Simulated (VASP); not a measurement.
Al2Cu: single point with PBE

Al2Cu:

```
Al Cu
1.0
    -2.04463    2.04463    2.89123
     2.04463   -2.04463    2.89123
     2.04463    2.04463   -2.89123
Al Cu
2 1
Direct
  0.75000 0.25000 0.50000
  0.25000 0.75000 0.50000
  0.50000 0.50000 0.00000
```

- Program: VASP 6.6.1
- Task: single point
- Functional: PBE
- Potentials or basis: VASP PAW PBE potentials, release 64 (Al, Cu)
- Cutoff: 520 eV
- k mesh: 14 × 14 × 14
- Occupations: gaussian, width 0.1 eV
- Spin: no spin polarisation

```json
{
 "Pressure": "0.2 GPa",
 "Band gap on the k mesh": "zero (an odd number of electrons rules out a gap without spin polarisation)"
}
```

Levels at points of the mesh, in eV from the Fermi level:
```tsv
k point	band 6	band 7	band 8	band 9	band 10	band 11	band 12	band 13
(0.00, 0.00, 0.00)	-3.96	2.84	2.84	2.84	2.92	2.92	2.92	4.04
(0.50, 0.00, 0.00)	-3.90	-3.90	0.61	0.61	2.87	2.88	3.66	4.32
(0.50, 0.50, 0.00)	-3.80	-3.69	-1.96	-1.96	0.25	1.55	8.95	10.43
(0.50, 0.50, 0.50)	-3.81	-3.69	-1.96	-1.96	0.25	1.55	8.95	10.43
```

It took 3.3 min on 1 thread of Intel(R) Xeon(R) Platinum 8259CL CPU @ 2.50GHz (Skylake/Cascade Lake), on a shared host, peak memory 0.3 GiB.
